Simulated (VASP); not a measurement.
# Ti (I4/mmm) in VASP: a series of runs

The runs below take Ti through single point, with PBEsol.

Program: VASP 6.6.1. These are calculated values, not measurements. Logs are shortened: lines on timing, memory, paths and dates and some standing lists are left out, and cuts for length are marked.

## Step 1: The cell of the first run

The structure is tetragonal, space group I4/mmm (No. 139). The conventional cell has a = 2.727 Å, b = 2.727 Å, c = 4.060 Å, α = 90.00°, β = 90.00°, γ = 90.00°. Within 3.6 Å of Ti (site symmetry 4/mmm) lie 12 Ti at 2.73 to 2.80 Å.

## Step 2: Single point, PBEsol (strain -0.050 along x and y, +0.000 along z)

File INCAR:

```
ALGO     = Normal         # electronic algorithm
EDIFF    = 1E-6           # SCF threshold, eV
ENCUT    = 520            # plane-wave cutoff, eV
GGA      = PS             # functional
ISIF     = 2              # what is computed and relaxed
ISMEAR   = 0              # smearing method
LASPH    = T              # aspherical terms in the spheres
LCHARG   = F              # write CHGCAR
LREAL    = F              # projectors in reciprocal space
LWAVE    = F              # write WAVECAR
NBANDS   = 12             # bands
NELM     = 100            # most SCF steps
PREC     = Accurate       # precision mode
SIGMA    = 0.15           # smearing width, eV
```

File KPOINTS:

```
k-points
0
Gamma
  20 20 20
```

File POSCAR:

```
Ti
1.0
    0.0000000000      1.9285000000      2.0300000000
    1.9285000000      0.0000000000      2.0300000000
    1.9285000000      1.9285000000      0.0000000000
Ti
1
Direct
    0.0000000000      0.0000000000      0.0000000000
```

Potentials or basis: VASP PAW PBE potentials, release 64 (Ti_sv).

The run is started by

```console
$ cat potpaw_PBE.64/Ti_sv/POTCAR > POTCAR
$ mpirun -np 1 vasp_std > vasp.out
```

OUTCAR:

```text
EDIFF = 1E-6
   ENCUT = 520
   GGA = PS
   ISIF = 2
   ISMEAR = 0
   LASPH = T
   LREAL = F
   NELM = 100
   PREC = Accurate

 ion  position               nearest neighbor table
   1  0.000  0.000  0.000-

  LATTYP: Found a body centered tetragonal cell.
 ALAT       =     2.7273108550
 C/A-ratio  =     1.4886458551

  Lattice vectors:

 A1 = (  -1.9285000000,   0.0000000000,   2.0300000000)
 A2 = (   1.9285000000,   0.0000000000,   2.0300000000)
 A3 = (   0.0000000000,   1.9285000000,  -2.0300000000)

Analysis of symmetry for initial positions (statically):
=====================================================================
 Subroutine PRICEL returns:
 Original cell was already a primitive cell.

 Routine SETGRP: Setting up the symmetry group for a
 body centered tetragonal supercell.

 Subroutine GETGRP returns: Found 16 space group operations
 (whereof 16 operations were pure point group operations)
 out of a pool of 16 trial point group operations.

The static configuration has the point symmetry D_4h.

Analysis of symmetry for dynamics (positions and initial velocities):
=====================================================================
 Subroutine PRICEL returns:
 Original cell was already a primitive cell.

 Routine SETGRP: Setting up the symmetry group for a
 body centered tetragonal supercell.

 Subroutine GETGRP returns: Found 16 space group operations
 (whereof 16 operations were pure point group operations)
 out of a pool of 16 trial point group operations.

The dynamic configuration has the point symmetry D_4h.

 Subroutine INISYM returns: Found 16 space group operations
 (whereof 16 operations are pure point group operations),
 and found     1 'primitive' translations

----------------------------------------------------------------------------------------

                                     Primitive cell

  volume of cell :      15.0996

  direct lattice vectors                    reciprocal lattice vectors
     0.000000000  1.928500000  2.030000000    -0.259268862  0.259268862  0.246305419
     1.928500000  0.000000000  2.030000000     0.259268862 -0.259268862  0.246305419
     1.928500000  1.928500000  0.000000000     0.259268862  0.259268862 -0.246305419

  length of vectors
     2.800002187  2.800002187  2.727310855     0.441709231  0.441709231  0.441709231

  position of ions in fractional coordinates (direct lattice)
     0.000000000  0.000000000  0.000000000

  ion indices of the primitive-cell ions
   primitive index   ion index
                 1           1

----------------------------------------------------------------------------------------

 KPOINTS: k-points

Automatic generation of k-mesh.
 Grid dimensions read from file:
 generate k-points for:   20   20   20

 Generating k-lattice:

  Cartesian coordinates                     Fractional coordinates (reciprocal lattice)
    -0.012963443  0.012963443  0.012315271     0.050000000  0.000000000  0.000000000
     0.012963443 -0.012963443  0.012315271     0.000000000  0.050000000  0.000000000
     0.012963443  0.012963443 -0.012315271     0.000000000  0.000000000  0.050000000

  Length of vectors
     0.022085462  0.022085462  0.022085462

  Shift w.r.t. Gamma in fractional coordinates (k-lattice)
     0.000000000  0.000000000  0.000000000

 Subroutine IBZKPT returns following result:
 ===========================================

 Found    641 irreducible k-points:

 Following reciprocal coordinates:
            Coordinates               Weight
  0.000000  0.000000  0.000000      1.000000
  0.050000  0.000000  0.000000      8.000000
  0.100000  0.000000  0.000000      8.000000
  0.150000  0.000000  0.000000      8.000000
  0.200000  0.000000  0.000000      8.000000
  0.250000 -0.000000  0.000000      8.000000
[... 16 lines left out ...]
 -0.400000  0.050000  0.000000      8.000000
 -0.350000  0.050000  0.000000      8.000000
 [... further k-points ...]
   k-points           NKPTS =    641   k-points in BZ     NKDIM =    641   number of bands    NBANDS=     12
   number of dos      NEDOS =    301   number of ions     NIONS =      1
   total plane-waves  NPLWV =  11520
   dimension x,y,z NGX =    24 NGY =   24 NGZ =   20
   dimension x,y,z NGXF=    48 NGYF=   48 NGZF=   40
   ions per type =               1
   NGX,Y,Z   is equivalent  to a cutoff of  14.25, 14.25, 12.19 a.u.
   NGXF,Y,Z  is equivalent  to a cutoff of  28.50, 28.50, 24.38 a.u.
 SYSTEM =  unknown system
   PREC   = accura    normal or accurate (medium, high low for compatibility)
   ISTART =      0    job   : 0-new  1-cont  2-samecut
   ICHARG =      2    charge: 1-file 2-atom 10-const
   ISPIN  =      1    spin polarized calculation?
   LNONCOLLINEAR =      F non collinear calculations
   LSORBIT =      F    spin-orbit coupling
   LASPH  =      T    aspherical Exc in radial PAW
   ENCUT  =  520.0 eV  38.22 Ry    6.18 a.u.   5.21  5.21  5.07*2*pi/ulx,y,z
[... 59 lines left out ...]
      7      10.7853      0.00000
      8      10.7853      0.00000
      9      12.2625      0.00000
     10      12.8522      0.00000
     11      25.7494      0.00000
     12      29.8759      0.00000

 k-point     2 :       0.0500    0.0000    0.0000
  band No.  band energies     occupation
      1     -46.5995      2.00000
      2     -22.3791      2.00000
      3     -22.3577      2.00000
      4     -22.3477      2.00000
      5       3.3553      2.00000
      6      10.3005      0.00000
      7      10.7509      0.00000
      8      10.8212      0.00000
      9      12.2442      0.00000
     10      12.8214      0.00000
     11      25.8530      0.00000
     12      29.6725      0.00000

 k-point     3 :       0.1000    0.0000    0.0000
  band No.  band energies     occupation
      1     -46.5843      2.00000
      2     -22.4564      2.00000
      3     -22.3713      2.00000
      4     -22.3547      2.00000
      5       3.6292      2.00000
      6      10.2678      0.00000
      7      10.7027      0.00000
      8      10.9195      0.00000
      9      12.2072      0.00000
     10      12.7418      0.00000
     11      26.1102      0.00000
     12      28.6633      0.00000

 k-point     4 :       0.1500    0.0000    0.0000
  band No.  band energies     occupation
      1     -46.5604      2.00000
      2     -22.5780      2.00000
      3     -22.3901      2.00000
      4     -22.3654      2.00000
      5       4.0635      2.00000
      6      10.1110      0.00001
      7      10.7195      0.00000
      8      11.0485      0.00000
      9      12.2061      0.00000
     10      12.6548      0.00000
     11      26.2829      0.00000
     12      27.3930      0.00000

 k-point     5 :       0.2000    0.0000    0.0000
  band No.  band energies     occupation
      1     -46.5301      2.00000
      2     -22.7295      2.00000
      3     -22.4133      2.00000
      4     -22.3789      2.00000
      5       4.6216      2.00000
      6       9.8920      0.02335
      7      10.7296      0.00000
      8      11.1477      0.00000
      9      12.3160      0.00000
     10      12.6311      0.00000
     11      25.5005      0.00000
     12      26.9029      0.00000
[... 228 lines left out ...]
      1     -46.3845      2.00000
      2     -23.4005      2.00000
      3     -22.5365      2.00000
      4     -22.4470      2.00000
      5       6.7904      2.00000
      6      10.0588      0.00012
      7      10.6601      0.00000
      8      10.7746      0.00000
      9      13.7985      0.00000
     10      14.1316      0.00000
     11      19.4488      0.00000
     12      24.9370      0.00000

 k-point    22 :      -0.4500    0.0500    0.0000
  band No.  band energies     occupation
      1     -46.3855      2.00000
      2     -23.3964      2.00000
      3     -22.5387      2.00000
      4     -22.4417      2.00000
      5       6.7848      2.00000
      6      10.1052      0.00002
      7      10.5853      0.00000
      8      10.7709      0.00000
      9      13.7062      0.00000
     10      14.1876      0.00000
     11      19.5260      0.00000
     12      24.9515      0.00000

 k-point    23 :      -0.4000    0.0500    0.0000
  band No.  band energies     occupation
      1     -46.3973      2.00000
      2     -23.3445      2.00000
      3     -22.5326      2.00000
      4     -22.4322      2.00000
      5       6.7087      2.00000
      6      10.1658      0.00000
      7      10.2852      0.00000
      8      10.8231      0.00000
      9      13.4905      0.00000
     10      14.0443      0.00000
     11      20.1538      0.00000
     12      25.1600      0.00000

 k-point    24 :      -0.3500    0.0500    0.0000
  band No.  band energies     occupation
      1     -46.4184      2.00000
      2     -23.2493      2.00000
      3     -22.5185      2.00000
      4     -22.4192      2.00000
      5       6.5048      2.00000
      6       9.8518      0.05892
      7      10.3414      0.00000
      8      10.9244      0.00000
      9      13.1887      0.00000
     10      13.7474      0.00000
     11      21.1612      0.00000
     12      25.5352      0.00000

 [... further k-points ...]

------------------------ aborting loop because EDIFF is reached ----------------------------------------

  FORCE on cell =-STRESS in cart. coord.  units (eV):
  Direction    XX          YY          ZZ          XY          YZ          ZX
  --------------------------------------------------------------------------------------
  -------------------------------------------------------------------------------------
  Total        1.2794492      1.2794492      1.1242056      0.0000000      0.0000000      0.0000000
  in kB      135.7589049    135.7589049    119.2864183      0.0000000      0.0000000      0.0000000
  external PRESSURE =     130.2680761 kB  Pullay stress =       0.0000000 kB

 VOLUME and BASIS-vectors are now :
 -----------------------------------------------------------------------------
  energy-cutoff  :      520.00
  volume of cell :       15.10
      direct lattice vectors                 reciprocal lattice vectors
     0.000000000  1.928500000  2.030000000    -0.259268862  0.259268862  0.246305419
     1.928500000  0.000000000  2.030000000     0.259268862 -0.259268862  0.246305419
     1.928500000  1.928500000  0.000000000     0.259268862  0.259268862 -0.246305419

 POSITION                                       TOTAL-FORCE (eV/Angst)
 -----------------------------------------------------------------------------------
      0.00000      0.00000      0.00000         0.000000     -0.000000      0.000000
 -----------------------------------------------------------------------------------
    total drift:                                0.000000      0.000000     -0.000000

  FREE ENERGIE OF THE ION-ELECTRON SYSTEM (eV)
  ---------------------------------------------------
  free  energy   TOTEN  =        -8.2305528100 eV

  energy  without entropy=       -8.2131969159  energy(sigma->0) =       -8.22187486
```

It took 38 s on 1 thread of Intel Xeon 6975P-C (Granite Rapids), shared host; peak memory 0.22 GiB.

Results:

* Free energy: -8.2306 eV
* Pressure: 13.0 GPa
* Band gap on the k mesh: zero (bands 6 and 7 overlap by 1.37 eV)

Stress tensor (GPa, compression positive):
```
13.58  0.00  0.00
 0.00 13.58  0.00
 0.00  0.00 11.93
```

Levels at points of the mesh, in eV from the Fermi level:
```tsv
k point	band 3	band 4	band 5	band 6	band 7	band 8	band 9	band 10
(0.00, 0.00, 0.00)	-32.00	-32.00	-6.39	0.64	1.13	1.13	2.61	3.20
(0.50, 0.00, 0.00)	-32.17	-32.09	-2.93	0.54	1.06	1.08	4.14	4.35
(0.50, 0.50, 0.00)	-32.31	-32.31	-3.11	-2.05	2.90	4.26	4.58	4.58
(0.50, 0.00, 0.50)	-32.45	-32.35	-3.11	-2.16	3.94	4.19	4.40	4.79
```

Caveat: the cell differs from its parent crystal (strain -0.050 along x and y, +0.000 along z); the cell stands under pressure; the PAW data sets were made with another functional, which shifts forces and pressure a little.

## Step 3: Single point, PBEsol (strain -0.050 along x and y, +0.025 along z)

File INCAR:

```
SYSTEM = Ti
PREC = Accurate
ENCUT = 520
EDIFF = 1E-6
ISMEAR = 0
SIGMA = 0.15
LREAL = .False.
LASPH = .True.
NELM = 80
ALGO = Fast
ISIF = 2
LWAVE = .False.
LCHARG = .False.
GGA = PS
NBANDS = 12
```

File KPOINTS:

```
Automatic mesh
0
Gamma
  20 20 20
  0 0 0
```

File POSCAR:

```
Ti
1.0
    0.0000000000      1.9285000000      2.0807500000
    1.9285000000      0.0000000000      2.0807500000
    1.9285000000      1.9285000000      0.0000000000
Ti
1
Direct
    0.0000000000      0.0000000000      0.0000000000
```

Potentials or basis: VASP PAW PBE potentials, release 64 (Ti_sv).

The run is started by

```console
$ cat potpaw_PBE.64/Ti_sv/POTCAR > POTCAR
$ mpirun -np 1 vasp_std > vasp.out
```

Run time: 65 s. Hardware: 1 thread of Intel Xeon 6975P-C (Granite Rapids), shared host; peak memory 0.23 GiB.

Results (log left out):

```yaml
Free_energy: -8.2538 eV
Pressure: 9.2 GPa
Band_gap_on_the_k_mesh: zero (bands 6 and 7 overlap by 1.45 eV)
```

Stress tensor (GPa, compression positive):
```
9.98 0.00 0.00
0.00 9.98 0.00
0.00 0.00 7.78
```

Levels at points of the mesh, in eV from the Fermi level:
| k point | band 4 | band 5 | band 6 | band 7 | band 8 | band 9 |
| --- | --- | --- | --- | --- | --- | --- |
| (0.00, 0.00, 0.00) | -32.06 | -6.33 | 0.51 | 1.23 | 1.23 | 2.39 |
| (0.50, 0.00, 0.00) | -32.13 | -2.85 | 0.45 | 1.02 | 1.19 | 3.99 |
| (0.50, 0.50, 0.00) | -32.32 | -3.00 | -1.92 | 2.48 | 4.17 | 4.44 |
| (0.50, 0.00, 0.50) | -32.37 | -3.00 | -2.06 | 3.97 | 4.05 | 4.18 |

Caveat: the cell differs from its parent crystal (strain -0.050 along x and y, +0.025 along z); the cell stands under pressure; the PAW data sets were made with another functional, which shifts forces and pressure a little.

## Step 4: Single point, PBEsol (strain +0.000 along x and y, +0.025 along z)

File INCAR:

```
SYSTEM = Ti
ALGO     = Normal         ! electronic algorithm
EDIFF    = 1E-6           ! SCF threshold, eV
ENCUT    = 520            ! plane-wave cutoff, eV
GGA      = PS             ! functional
ISIF     = 2              ! what is computed and relaxed
ISMEAR   = 0              ! smearing method
LASPH    = .TRUE.         ! aspherical terms in the spheres
LCHARG   = .TRUE.         ! write CHGCAR
LELF     = .TRUE.         ! ELF
LREAL    = .FALSE.        ! projectors in reciprocal space
LVHAR    = .TRUE.       
LWAVE    = .FALSE.        ! write WAVECAR
NBANDS   = 12             ! bands
NELM     = 100            ! most SCF steps
PREC     = Accurate       ! precision mode
SIGMA    = 0.15           ! smearing width, eV
```

File KPOINTS:

```
k-points
0
G
  20 20 20
  0 0 0
```

File POSCAR:

```
Ti
1.0
    0.0000000000      2.0300000000      2.0807500000
    2.0300000000      0.0000000000      2.0807500000
    2.0300000000      2.0300000000      0.0000000000
Ti
1
Direct
    0.0000000000      0.0000000000      0.0000000000
```

The run is started by

```console
$ cat potpaw_PBE.64/Ti_sv/POTCAR > POTCAR
$ mpirun -np 1 vasp_std > vasp.out
```

Run time: 47 s. Hardware: 1 thread of Intel Xeon 6975P-C (Granite Rapids), shared host; peak memory 0.24 GiB.

It converged, with:

```
Free energy            : -8.2871 eV
Pressure               : -3.2 GPa
Band gap on the k mesh : zero (bands 6 and 7 overlap by 1.25 eV)
```

Stress tensor (GPa, compression positive):
```
-2.93  0.00  0.00
 0.00 -2.93  0.00
 0.00  0.00 -3.80
```

Levels at points of the mesh, in eV from the Fermi level:
| k point | band 4 | band 5 | band 6 | band 7 | band 8 | band 9 |
| --- | --- | --- | --- | --- | --- | --- |
| (0.00, 0.00, 0.00) | -32.39 | -6.13 | 0.75 | 0.96 | 0.96 | 2.42 |
| (0.50, 0.00, 0.00) | -32.47 | -2.62 | 0.65 | 0.68 | 0.87 | 3.60 |
| (0.50, 0.50, 0.00) | -32.62 | -2.64 | -1.71 | 2.60 | 3.64 | 3.93 |
| (0.50, 0.00, 0.50) | -32.64 | -2.62 | -1.76 | 3.05 | 3.62 | 3.86 |

Caveat: the cell differs from its parent crystal (strain +0.000 along x and y, +0.025 along z); the cell stands under tension; the PAW data sets were made with another functional, which shifts forces and pressure a little.

## Step 5: Single point, PBEsol (strain +0.025 along x and y, +0.000 along z)

File INCAR:

```
SYSTEM = Ti
  PREC = Accurate
  ENCUT = 520
  EDIFF = 1E-6
  ISMEAR = 0
  SIGMA = 0.15
  LREAL = .False.
  LASPH = .True.
  NELM = 60
  ALGO = Normal
  ISIF = 2
  LWAVE = .False.
  LCHARG = .True.
  GGA = PS
  LELF = .True.
  LVHAR = .True.
  NBANDS = 12
```

File KPOINTS:

```
Automatic mesh
0
Gamma
  20 20 20
  0 0 0
```

File POSCAR:

```
Ti
1.0
    0.0000000000      2.0807500000      2.0300000000
    2.0807500000      0.0000000000      2.0300000000
    2.0807500000      2.0807500000      0.0000000000
Ti
1
Direct
    0.0000000000      0.0000000000      0.0000000000
```

The run is started by

```console
$ cat potpaw_PBE.64/Ti_sv/POTCAR > POTCAR
$ mpirun -np 1 vasp_std > vasp.out
```

It took 39 s on 1 thread of Intel Xeon 6975P-C (Granite Rapids), shared host; peak memory 0.25 GiB.

The run converged. Its results:

| Property | Result |
| --- | --- |
| Free energy | -8.2754 eV |
| Pressure | -5.6 GPa |
| Band gap on the k mesh | zero (bands 6 and 7 overlap by 1.26 eV) |

Stress tensor (GPa, compression positive):
```
-5.92  0.00  0.00
 0.00 -5.92  0.00
 0.00  0.00 -5.07
```

Levels at points of the mesh, in eV from the Fermi level:
```tsv
k point	band 2	band 3	band 4	band 5	band 6	band 7	band 8	band 9	band 10	band 11
(0.00, 0.00, 0.00)	-32.47	-32.47	-32.46	-6.07	0.81	0.81	1.00	2.35	2.57	15.21
(0.50, 0.00, 0.00)	-33.12	-32.56	-32.54	-2.57	0.62	0.64	0.86	3.49	3.58	8.05
(0.50, 0.50, 0.00)	-33.07	-32.71	-32.71	-2.53	-1.71	3.09	3.51	3.82	3.82	10.71
(0.50, 0.00, 0.50)	-33.07	-32.70	-32.67	-2.55	-1.66	2.64	3.52	3.74	3.88	10.26
```

Caveat: the cell differs from its parent crystal (strain +0.025 along x and y, +0.000 along z); the cell stands under tension; the PAW data sets were made with another functional, which shifts forces and pressure a little.

## Step 6: Summary

| cell | gap on the mesh (eV) | pressure (GPa) |
| --- | --- | --- |
| a = 2.800, b = 2.800, c = 2.727 Å, angles 60.9, 60.9, 58.3°, 1 atom | none | 13.0 |
| a = 2.837, b = 2.837, c = 2.727 Å, angles 61.3, 61.3, 57.5°, 1 atom | none | 9.2 |
| a = 2.907, b = 2.907, c = 2.871 Å, angles 60.4, 60.4, 59.2°, 1 atom | none | -3.2 |
| a = 2.907, b = 2.907, c = 2.943 Å, angles 59.6, 59.6, 60.8°, 1 atom | none | -5.6 |

Alike in all rows: task single point; level PBEsol; potentials or basis VASP PAW PBE potentials, release 64 (Ti_sv); no spin polarisation; k mesh 20 × 20 × 20; cutoff (eV) 520; smearing gaussian 0.15 eV.

Caveats: the PAW data sets were made with another functional, which shifts forces and pressure a little; the cell stands under pressure (at least some runs); the cell stands under tension (at least some runs).

Absolute energies hang on the potentials; compare differences alone.
